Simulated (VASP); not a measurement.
The system is HOs.

```
CELL_PARAMETERS angstrom
2.69441 0.00000 0.00000
-1.34720 2.33343 0.00000
0.00000 0.00000 2.85332
ATOMIC_POSITIONS crystal
H 0.00000 0.00000 0.00000
Os 0.66667 0.33333 0.50000
```

```yaml
Program: VASP 6.6.1
Task: relaxation of cell and atoms
Functional: PBE
Potentials_or_basis: VASP PAW PBE potentials, release 64 (H, Os)
Cutoff: 600 eV
k_mesh: 24 × 24 × 20
Occupations: gaussian, width 0.1 eV
Spin: no spin polarisation
```

At the start: pressure -0.3 GPa; volume 8.97 Å³/atom.

Problem. How do energy, volume and symmetry change on relaxing?

Solution. Over 5 steps the energy falls by 7.9 meV/atom and the volume is 8.90 Å³/atom (-0.8 %); space group P-6m2 (No. 187, to 0.1 Å) before and after.

Step by step:
| step | energy change (eV) | largest force (eV/Å) | pressure (GPa) | volume (Å³) |
| --- | --- | --- | --- | --- |
| 1 | 0.0000 | 0.0000 | -0.28 | 17.94 |
| 2 | -0.0143 | 0.0000 | -1.07 | 17.89 |
| 3 | -0.0156 | 0.0000 | -1.19 | 17.87 |
| 4 | -0.0152 | 0.0000 | 1.91 | 17.69 |
| 5 | -0.0159 | 0.0000 | -0.01 | 17.80 |

Final structure:
```yaml
crystal:
  lattice:
    - [2.72296, 0.00000, 0.00000]
    - [-1.36148, 2.35815, 0.00000]
    - [0.00000, 0.00000, 2.77217]
  atoms:
    - { symbol: H, position: [0.00000, 0.00000, 0.00000] }
    - { symbol: Os, position: [0.66667, 0.33333, 0.50000] }
```

Caveat: an odd number of electrons without spin polarisation forces a metal; a magnetic or distorted state may lie lower.
